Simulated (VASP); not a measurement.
# BaTe in VASP: a series of runs, part 2 of 2

VASP 6.6.1.

**4. Single point, PBEsol (equal xx and yy strain of -1 %)**

INCAR

```
SYSTEM = BaTe
PREC = Accurate
ENCUT = 520
EDIFF = 1E-7
ISMEAR = -1
SIGMA = 0.05
LREAL = .False.
LASPH = .True.
NELM = 80
ALGO = Normal
ISIF = 2
LWAVE = .False.
LCHARG = .False.
GGA = PS
NBANDS = 15
```

KPOINTS

```
Automatic mesh
0
Gamma
  10 10 10
  0 0 0
```

POSCAR

```
BaTe
1.0
    0.0000000000      3.3759000000      3.4100000000
    3.3759000000      0.0000000000      3.4100000000
    3.3759000000      3.3759000000      0.0000000000
Ba Te
1 1
Direct
    0.0000000000      0.0000000000      0.0000000000
    0.5000000000      0.5000000000      0.5000000000
```

Potentials or basis: VASP PAW PBE potentials, release 64 (Ba_sv, Te).

The run is started by

```bash
$ cat potpaw_PBE.64/Ba_sv/POTCAR potpaw_PBE.64/Te/POTCAR > POTCAR
$ mpirun -np 1 vasp_std > vasp.out
```

OUTCAR:

```text
SYSTEM = BaTe
   PREC = Accurate
   ENCUT = 520
   EDIFF = 1E-7
   ISMEAR = -1
   LREAL = .False.
   LASPH = .True.
   NELM = 80
   ISIF = 2
   GGA = PS

 ion  position               nearest neighbor table
   1  0.000  0.000  0.000-   2 3.38   2 3.38   2 3.38   2 3.38   2 3.41   2 3.41
   2  0.500  0.500  0.500-   1 3.38   1 3.38   1 3.38   1 3.38   1 3.41   1 3.41

  LATTYP: Found a body centered tetragonal cell.
 ALAT       =     4.7742435652
 C/A-ratio  =     1.4284985479

  Lattice vectors:

 A1 = (  -3.3759000000,   0.0000000000,   3.4100000000)
 A2 = (   3.3759000000,   0.0000000000,   3.4100000000)
 A3 = (   0.0000000000,   3.3759000000,  -3.4100000000)

Analysis of symmetry for initial positions (statically):
=====================================================================
 Subroutine PRICEL returns:
 Original cell was already a primitive cell.

 Routine SETGRP: Setting up the symmetry group for a
 body centered tetragonal supercell.

 Subroutine GETGRP returns: Found 16 space group operations
 (whereof 16 operations were pure point group operations)
 out of a pool of 16 trial point group operations.

The static configuration has the point symmetry D_4h.

Analysis of symmetry for dynamics (positions and initial velocities):
=====================================================================
 Subroutine PRICEL returns:
 Original cell was already a primitive cell.

 Routine SETGRP: Setting up the symmetry group for a
 body centered tetragonal supercell.

 Subroutine GETGRP returns: Found 16 space group operations
 (whereof 16 operations were pure point group operations)
 out of a pool of 16 trial point group operations.

The dynamic configuration has the point symmetry D_4h.

 Subroutine INISYM returns: Found 16 space group operations
 (whereof 16 operations are pure point group operations),
 and found     1 'primitive' translations

[... 117 lines left out ...]
  Thomas-Fermi vector in A             =   2.096448
   LORBIT       =      0    0 simple, 1 ext, 2 COOP (PROOUT), +10 PAW based schemes
   GGA     = PS    functional components
   LHFCALC =     F    Hartree Fock is set to
   AEXX    =    0.0000 exact exchange contribution
   IVDW    =     0    specifies the selected vdW correction
   LEPSILON=     F    determine dielectric tensor
   LRPA    =     F    only Hartree local field effects (RPA)
 non-spin polarized calculation
  energy-cutoff  :      520.00
  volume of cell :       77.73
 maximum number of plane-waves:      2122
   NGX = 17   NGY = 17   NGZ = 17

 number of electron      16.0000000 magnetization

 Free energy of the ion-electron system (eV)
  ---------------------------------------------------
  ext. energy  EPLUGINS =         0.00000000
  ---------------------------------------------------
  free energy    TOTEN  =        -9.12569470 eV

  energy without entropy =       -9.12569461  energy(sigma->0) =       -9.12569466

 E-fermi :   3.4094     XC(G=0):  -8.8116

 val. band max:        2.8240752139   @ k =   0.0000   0.0000   0.0000
 cond. band min:       3.9925406195   @ k =   0.5000   0.0000   0.5000
 fundamental gap:      1.1684654057
 Fermi energy:         3.4093884739

 k-point     1 :       0.0000    0.0000    0.0000
  band No.  band energies     occupation
      1     -23.9384      2.00000
      2      -9.1062      2.00000
      3      -9.1062      2.00000
      4      -9.0994      2.00000
      5      -7.0048      2.00000
      6       2.7854      1.99999
      7       2.8241      1.99998
      8       2.8241      1.99998
      9       5.5411      0.00000
     10       5.6110      0.00000
     11       5.6110      0.00000
     12       5.9466      0.00000
     13       6.3376      0.00000
     14       6.3709      0.00000
[... 401 lines left out ...]
      2      -9.4637      2.00000
      3      -9.2131      2.00000
      4      -9.1982      2.00000
      5      -6.5507      2.00000
      6       1.1420      2.00000
      7       2.2098      2.00000
      8       2.3238      2.00000
      9       4.4654      0.00000
     10       7.3558      0.00000
     11       7.6376      0.00000
     12       8.4039      0.00000
     13       8.4247      0.00000
     14       9.7549      0.00000
     15      11.1492      0.00000

 [... further k-points ...]
[... 5 lines left out ...]
  --------------------------------------------------------------------------------------
  -------------------------------------------------------------------------------------
  Total        1.7461084      1.7461084      1.2495186      0.0000000      0.0000000      0.0000000
  in kB       35.9930181     35.9930181     25.7566748      0.0000000      0.0000000      0.0000000
  external PRESSURE =      32.5809036 kB  Pullay stress =       0.0000000 kB

 VOLUME and BASIS-vectors are now :
 -----------------------------------------------------------------------------
  energy-cutoff  :      520.00
  volume of cell :       77.73
      direct lattice vectors                 reciprocal lattice vectors
     0.000000000  3.375900000  3.410000000    -0.148108653  0.148108653  0.146627566
     3.375900000  0.000000000  3.410000000     0.148108653 -0.148108653  0.146627566
     3.375900000  3.375900000  0.000000000     0.148108653  0.148108653 -0.146627566

 POSITION                                       TOTAL-FORCE (eV/Angst)
 -----------------------------------------------------------------------------------
      0.00000      0.00000      0.00000         0.000000      0.000000     -0.000000
      3.37590      3.37590      3.41000        -0.000000     -0.000000      0.000000
 -----------------------------------------------------------------------------------
    total drift:                                0.000000      0.000000      0.000000

  FREE ENERGIE OF THE ION-ELECTRON SYSTEM (eV)
  ---------------------------------------------------
  free  energy   TOTEN  =        -9.1256947011 eV

  energy  without entropy=       -9.1256946120  energy(sigma->0) =       -9.12569466
```

It took 60 s on 1 thread of Intel Xeon Platinum 8488C (Sapphire Rapids), shared host; peak memory 0.29 GiB.

What came out:

| Quantity | Value |
| --- | --- |
| Free energy | -9.1257 eV |
| Pressure | 3.3 GPa |
| Band gap on the k mesh | 1.17 eV (least direct gap 1.54 eV) |

Levels at points of the mesh, in eV from the valence-band top:
| k point | band 5 | band 6 | band 7 | band 8 | band 9 | band 10 | band 11 | band 12 |
| --- | --- | --- | --- | --- | --- | --- | --- | --- |
| (0.00, 0.00, 0.00) | -9.83 | -0.04 | 0.00 | 0.00 | 2.72 | 2.79 | 2.79 | 3.12 |
| (0.50, 0.00, 0.00) | -8.74 | -2.59 | -1.38 | -1.38 | 4.19 | 4.91 | 5.01 | 5.04 |
| (0.50, 0.50, 0.00) | -9.60 | -1.22 | -0.37 | -0.37 | 1.17 | 4.54 | 4.97 | 5.99 |
| (0.50, 0.00, 0.50) | -9.59 | -1.16 | -0.42 | -0.39 | 1.17 | 4.55 | 4.97 | 5.99 |

Caveat: the cell differs from its parent crystal (equal xx and yy strain of -1 %); the cell stands under pressure; the PAW data sets were made with another functional, which shifts forces and pressure a little; spin-orbit coupling is left out, which moves the levels of the heavy elements. A k mesh can miss the band edges.

**5. Overview**

| cell | gap on the mesh (eV) | pressure (GPa) |
| --- | --- | --- |
| a = 4.917 Å, angles 60.0°, 2 atoms | 1.39 | 0.2 |
| a = 4.774, b = 4.774, c = 4.726 Å, angles 60.3, 60.3, 59.3°, 2 atoms | 1.09 | 4.3 |
| a = 4.798, b = 4.798, c = 4.774 Å, angles 60.2, 60.2, 59.7°, 2 atoms | 1.17 | 3.3 |

Alike in all rows: task single point; level PBEsol; potentials or basis VASP PAW PBE potentials, release 64 (Ba_sv, Te); no spin polarisation; k mesh 10 × 10 × 10; cutoff (eV) 520; smearing fermi-dirac 0.05 eV.

Caveats: the PAW data sets were made with another functional, which shifts forces and pressure a little; spin-orbit coupling is left out, which moves the levels of the heavy elements; the cell stands under pressure (at least some runs).

Absolute energies hang on the potentials; compare differences alone.
